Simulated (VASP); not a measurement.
# HfGe (Pm-3m) in VASP: notebook, part 2 of 2

VASP 6.6.1. Earlier steps stand in the parts before.

## Step 4: Single point, PBE (volume scaled by 0.98)

Input file INCAR:

```
SYSTEM = HfGe
PREC = Accurate ; ENCUT = 520
EDIFF = 1E-6 ; ISMEAR = -1
SIGMA = 0.05 ; LREAL = .FALSE.
LASPH = .TRUE. ; NELM = 80
ALGO = Normal ; ISIF = 2
LWAVE = .FALSE. ; LCHARG = .FALSE.
GGA = PE ; NBANDS = 19
```

Input file KPOINTS:

```
regular mesh
0
G
  8 8 8
  0 0 0
```

Input file POSCAR:

```
HfGe
1.0
    3.4773416059      0.0000000000      0.0000000000
    0.0000000000      3.4773416059      0.0000000000
    0.0000000000      0.0000000000      3.4773416059
Hf Ge
1 1
Direct
    0.0000000000      0.0000000000      0.0000000000
    0.5000000000      0.5000000000      0.5000000000
```

Potentials or basis: VASP PAW PBE potentials, release 64 (Hf_pv, Ge_d).

On the command line:

```
cat potpaw_PBE.64/Hf_pv/POTCAR potpaw_PBE.64/Ge_d/POTCAR > POTCAR
mpirun -np 1 vasp_std > vasp.out
```

OUTCAR:

```text
SYSTEM = HfGe
   PREC = Accurate
   ENCUT = 520
   EDIFF = 1E-6
   ISMEAR = -1
   LREAL = .FALSE.
   LASPH = .TRUE.
   NELM = 80
   ISIF = 2
   GGA = PE

 ion  position               nearest neighbor table
   1  0.000  0.000  0.000-   2 3.01   2 3.01   2 3.01   2 3.01   2 3.01   2 3.01   2 3.01   2 3.01

   2  0.500  0.500  0.500-   1 3.01   1 3.01   1 3.01   1 3.01   1 3.01   1 3.01   1 3.01   1 3.01

  LATTYP: Found a simple cubic cell.
 ALAT       =     3.4773416059

  Lattice vectors:

 A1 = (   3.4773416059,   0.0000000000,   0.0000000000)
 A2 = (   0.0000000000,   3.4773416059,   0.0000000000)
 A3 = (   0.0000000000,   0.0000000000,   3.4773416059)

Analysis of symmetry for initial positions (statically):
=====================================================================
 Subroutine PRICEL returns:
 Original cell was already a primitive cell.

 Routine SETGRP: Setting up the symmetry group for a
 simple cubic supercell.

 Subroutine GETGRP returns: Found 48 space group operations
[... 9 lines left out ...]

 Routine SETGRP: Setting up the symmetry group for a
 simple cubic supercell.

 Subroutine GETGRP returns: Found 48 space group operations
[... 11 lines left out ...]
                                     Primitive cell

  volume of cell :      42.0477

  direct lattice vectors                    reciprocal lattice vectors
     3.477341606  0.000000000  0.000000000     0.287576003  0.000000000  0.000000000
     0.000000000  3.477341606  0.000000000     0.000000000  0.287576003  0.000000000
     0.000000000  0.000000000  3.477341606     0.000000000  0.000000000  0.287576003

  length of vectors
     3.477341606  3.477341606  3.477341606     0.287576003  0.287576003  0.287576003

  position of ions in fractional coordinates (direct lattice)
     0.000000000  0.000000000  0.000000000
     0.500000000  0.500000000  0.500000000

  ion indices of the primitive-cell ions
   primitive index   ion index
                 1           1
                 2           2

----------------------------------------------------------------------------------------

 KPOINTS: regular mesh

Automatic generation of k-mesh.
 Grid dimensions read from file:
 generate k-points for:    8    8    8

 Generating k-lattice:

  Cartesian coordinates                     Fractional coordinates (reciprocal lattice)
     0.035947000  0.000000000  0.000000000     0.125000000  0.000000000  0.000000000
     0.000000000  0.035947000  0.000000000     0.000000000  0.125000000  0.000000000
     0.000000000  0.000000000  0.035947000     0.000000000  0.000000000  0.125000000

  Length of vectors
     0.035947000  0.035947000  0.035947000

  Shift w.r.t. Gamma in fractional coordinates (k-lattice)
     0.000000000  0.000000000  0.000000000

 Subroutine IBZKPT returns following result:
 ===========================================

 Found     35 irreducible k-points:

 Following reciprocal coordinates:
            Coordinates               Weight
  0.000000  0.000000  0.000000      1.000000
  0.125000  0.000000  0.000000      6.000000
  0.250000  0.000000  0.000000      6.000000
  0.375000  0.000000  0.000000      6.000000
  0.500000  0.000000  0.000000      3.000000
  0.125000  0.125000  0.000000     12.000000
[... 16 lines left out ...]
  0.375000  0.375000  0.125000     24.000000
  0.500000  0.375000  0.125000     24.000000
 [... further k-points ...]
   k-points           NKPTS =     35   k-points in BZ     NKDIM =     35   number of bands    NBANDS=     19
   number of dos      NEDOS =    301   number of ions     NIONS =      2
   total plane-waves  NPLWV =  21952
   dimension x,y,z NGX =    28 NGY =   28 NGZ =   28
   dimension x,y,z NGXF=    56 NGYF=   56 NGZF=   56
   ions per type =               1   1
   NGX,Y,Z   is equivalent  to a cutoff of  13.39, 13.39, 13.39 a.u.
   NGXF,Y,Z  is equivalent  to a cutoff of  26.77, 26.77, 26.77 a.u.
 SYSTEM =  HfGe
   PREC   = accura    normal or accurate (medium, high low for compatibility)
   ISTART =      0    job   : 0-new  1-cont  2-samecut
   ICHARG =      2    charge: 1-file 2-atom 10-const
   ISPIN  =      1    spin polarized calculation?
   LNONCOLLINEAR =      F non collinear calculations
   LSORBIT =      F    spin-orbit coupling
   LASPH  =      T    aspherical Exc in radial PAW
   ENCUT  =  520.0 eV  38.22 Ry    6.18 a.u.   6.47  6.47  6.47*2*pi/ulx,y,z
   NELM   =     80;   NELMIN=  2; NELMDL= -5     # of ELM steps
   EDIFF  = 0.1E-05   stopping-criterion for ELM
   LREAL  =      F    real-space projection
   EDIFFG = 0.1E-04   stopping-criterion for IOM
   NSW    =      0    number of steps for IOM
   IBRION =     -1    ionic relax: 0-MD 1-quasi-New 2-CG
   NFREE  =      0    steps in history (QN), initial steepest desc. (CG)
   ISIF   =      2    stress and relaxation
   ISYM   =      2    0-nonsym 1-usesym 2-fastsym
   POTIM  = 0.5000    time-step for ionic-motion
   TEBEG  =    0.0;   TEEND  =   0.0 temperature during run
   PSTRESS=    0.0 pullay stress
   NELECT =      24.0000    total number of electrons
   NUPDOWN=      -1.0000    fix difference up-down
   EMIN   =  10.00;   EMAX   =-10.00  energy-range for DOS
   EFERMI =   0.00;   METHOD = LEGACY
   ISMEAR =    -1;   SIGMA  =   0.05  broadening in eV -4-tet -1-fermi 0-gaus
   EFERMI_NEDOS =   21; number of points for ismear=-14 and -15
   IALGO  =     38    algorithm
   IMIX   =      4    mixing-type and parameters
     AMIX     =   0.40;   BMIX     =  1.00
     AMIX_MAG =   1.60;   BMIX_MAG =  1.00
  volume/ion in A,a.u.               =      21.02       141.88
  Fermi-wavevector in a.u.,A,eV,Ry     =   1.357994  2.566237 25.091157  1.844148
  Thomas-Fermi vector in A             =   2.484865
   LORBIT       =      0    0 simple, 1 ext, 2 COOP (PROOUT), +10 PAW based schemes
   GGA     = PE    functional components
   LHFCALC =     F    Hartree Fock is set to
   AEXX    =    0.0000 exact exchange contribution
   IVDW    =     0    specifies the selected vdW correction
   LEPSILON=     F    determine dielectric tensor
   LRPA    =     F    only Hartree local field effects (RPA)
 non-spin polarized calculation
  energy-cutoff  :      520.00
  volume of cell :       42.05
 maximum number of plane-waves:      1145
 NGX is ok and might be reduce to    28
   NGX = 13   NGY = 13   NGZ = 13

 number of electron      23.9999987 magnetization

 Free energy of the ion-electron system (eV)
  ---------------------------------------------------
  ext. energy  EPLUGINS =         0.00000000
  ---------------------------------------------------
  free energy    TOTEN  =       -14.82797818 eV

  energy without entropy =      -14.80090191  energy(sigma->0) =      -14.81444004

 E-fermi :   5.5579     XC(G=0): -11.2017

 val. band max:        5.5515861164   @ k =   0.5000   0.2500   0.1250
 cond. band min:       5.5644998421   @ k =   0.2500   0.1250   0.0000
 fundamental gap:      0.0129137257
 Fermi energy:         5.5578551554

 k-point     1 :       0.0000    0.0000    0.0000
  band No.  band energies     occupation
      1     -25.5142      2.00000
      2     -25.5142      2.00000
      3     -25.5142      2.00000
      4     -18.5296      2.00000
      5     -18.5296      2.00000
      6     -18.5212      2.00000
[... 11 lines left out ...]
     18       9.4094      0.00000
     19      16.2540      0.00000

 k-point     2 :       0.1250    0.0000    0.0000
  band No.  band energies     occupation
      1     -25.5402      2.00000
      2     -25.5122      2.00000
      3     -25.5122      2.00000
      4     -18.5294      2.00000
      5     -18.5260      2.00000
      6     -18.5216      2.00000
[... 11 lines left out ...]
     18      10.6542      0.00000
     19      15.2617      0.00000

 k-point     3 :       0.2500    0.0000    0.0000
  band No.  band energies     occupation
      1     -25.6023      2.00000
      2     -25.5072      2.00000
      3     -25.5072      2.00000
      4     -18.5288      2.00000
      5     -18.5226      2.00000
      6     -18.5226      2.00000
[... 11 lines left out ...]
     18      12.0494      0.00000
     19      13.6866      0.00000

 k-point     4 :       0.3750    0.0000    0.0000
  band No.  band energies     occupation
      1     -25.6636      2.00000
      2     -25.5023      2.00000
      3     -25.5023      2.00000
      4     -18.5282      2.00000
      5     -18.5236      2.00000
      6     -18.5236      2.00000
[... 407 lines left out ...]
     18      12.2596      0.00000
     19      14.1997      0.00000

 k-point    23 :       0.3750    0.3750    0.1250
  band No.  band energies     occupation
      1     -25.6428      2.00000
      2     -25.6404      2.00000
      3     -25.5130      2.00000
      4     -18.5336      2.00000
      5     -18.5275      2.00000
      6     -18.5263      2.00000
[... 11 lines left out ...]
     18      12.0059      0.00000
     19      15.0856      0.00000

 k-point    24 :       0.5000    0.3750    0.1250
  band No.  band energies     occupation
      1     -25.6655      2.00000
      2     -25.6384      2.00000
      3     -25.5106      2.00000
      4     -18.5350      2.00000
      5     -18.5277      2.00000
      6     -18.5274      2.00000
[... 11 lines left out ...]
     18      11.5014      0.00000
     19      14.8336      0.00000

 [... further k-points ...]
[... 5 lines left out ...]
  --------------------------------------------------------------------------------------
  -------------------------------------------------------------------------------------
  Total       -2.6938488     -2.6938488     -2.6938488     -0.0000000     -0.0000000      0.0000000
  in kB     -102.6459281   -102.6459281   -102.6459281     -0.0000000     -0.0000000      0.0000000
  external PRESSURE =    -102.6459281 kB  Pullay stress =       0.0000000 kB

 VOLUME and BASIS-vectors are now :
 -----------------------------------------------------------------------------
  energy-cutoff  :      520.00
  volume of cell :       42.05
      direct lattice vectors                 reciprocal lattice vectors
     3.477341606  0.000000000  0.000000000     0.287576003  0.000000000  0.000000000
     0.000000000  3.477341606  0.000000000     0.000000000  0.287576003  0.000000000
     0.000000000  0.000000000  3.477341606     0.000000000  0.000000000  0.287576003

 POSITION                                       TOTAL-FORCE (eV/Angst)
 -----------------------------------------------------------------------------------
      0.00000      0.00000      0.00000         0.000000      0.000000      0.000000
      1.73867      1.73867      1.73867         0.000000      0.000000      0.000000
 -----------------------------------------------------------------------------------
    total drift:                                0.000000      0.000000      0.000000

  FREE ENERGIE OF THE ION-ELECTRON SYSTEM (eV)
  ---------------------------------------------------
  free  energy   TOTEN  =       -14.8279781769 eV

  energy  without entropy=      -14.8009019061  energy(sigma->0) =      -14.81444004
```

stdout:

```text
POSCAR found type information on POSCAR HfGe
 POSCAR found :  2 types and       2 ions
 scaLAPACK will be used
 LDA part: xc-table for (Slater+PW92), standard interpolation
 POSCAR, INCAR and KPOINTS ok, starting setup
 FFT: planning ... GRIDC
 FFT: planning ... GRID_SOFT
 FFT: planning ... GRID
 WAVECAR not read
 entering main loop
```

It took 12 s on 1 thread of Intel Xeon 6975P-C (Granite Rapids), shared host; peak memory 0.17 GiB.

Results:

| Property | Result |
| --- | --- |
| Free energy | -14.8280 eV |
| Pressure | -10.3 GPa |
| Band gap on the k mesh | zero (band 12 reaches 7.23 eV, above the bottom of band 13 at 5.19 eV) |

Levels at points of the mesh, in eV from the Fermi level:
```tsv
k point	band 8	band 9	band 10	band 11	band 12	band 13	band 14	band 15	band 16	band 17
(0.00, 0.00, 0.00)	-24.08	-10.81	-1.23	-1.23	1.67	1.67	1.67	3.14	3.14	3.14
(0.50, 0.00, 0.00)	-24.06	-8.53	-5.89	-0.45	-0.37	-0.37	3.41	4.38	6.48	6.60
(0.50, 0.50, 0.00)	-24.05	-8.01	-2.79	-2.79	-1.76	1.50	1.50	3.36	3.67	4.69
(0.50, 0.50, 0.50)	-24.05	-5.91	-3.82	-3.82	-3.82	3.27	3.27	3.27	4.82	4.82
```

Caveat: spin-orbit coupling is left out, which moves the levels of the heavy elements.

## Step 5: The runs side by side

```tsv
cell	gap on the mesh (eV)	pressure (GPa)
a = 3.429 Å, 2 atoms	none	-7.2
a = 3.454 Å, 2 atoms	none	-8.8
a = 3.477 Å, 2 atoms	none	-10.3
```

Alike in all rows: task single point; level PBE; potentials or basis VASP PAW PBE potentials, release 64 (Hf_pv, Ge_d); no spin polarisation; k mesh 8 × 8 × 8; cutoff (eV) 520; smearing fermi-dirac 0.05 eV.

Caveats: spin-orbit coupling is left out, which moves the levels of the heavy elements.

Total energies depend on the potentials used, so only differences within one code and one set of settings carry meaning.
